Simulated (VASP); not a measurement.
Runs of VASP 6.6.1 on C. Symmetry: Fd-3m, No. 227, cubic system. The conventional cell has a = 3.560 Å, b = 3.560 Å, c = 3.560 Å, α = 90.00°, β = 90.00°, γ = 90.00°. C (site symmetry -43m) has 4 C at 1.54 Å within 2.1 Å. 

```csv
level,potentials or basis,k mesh,cutoff (eV),gap on the mesh (eV),pressure (GPa)
PBE,"VASP PAW PBE potentials, release 64 (C)",10 × 10 × 10,520,(b),(a)
r2SCAN,"VASP PAW PBE potentials, release 64 (C)",10 × 10 × 10,520,4.38,1.1
LDA,"VASP PAW LDA potentials, release 64 (C)",6 × 6 × 6,600,4.14,(c)
r2SCAN,"VASP PAW PBE potentials, release 64 (C)",8 × 8 × 8,520,4.34,1.1
LDA,"VASP PAW LDA potentials, release 64 (C)",6 × 6 × 6,520,4.13,-9.2
```

Alike in all rows: task single point; no spin polarisation; cell as given; smearing gaussian 0.01 eV.

**Question.** Estimate the missing entries.

**Answer.** (a) 4.9; (b) 4.18; (c) -10.0.

Caveats: some runs use coarse meshes; the PAW data sets were made with another functional, which shifts forces and pressure a little (some runs).

A k mesh can miss the band edges.
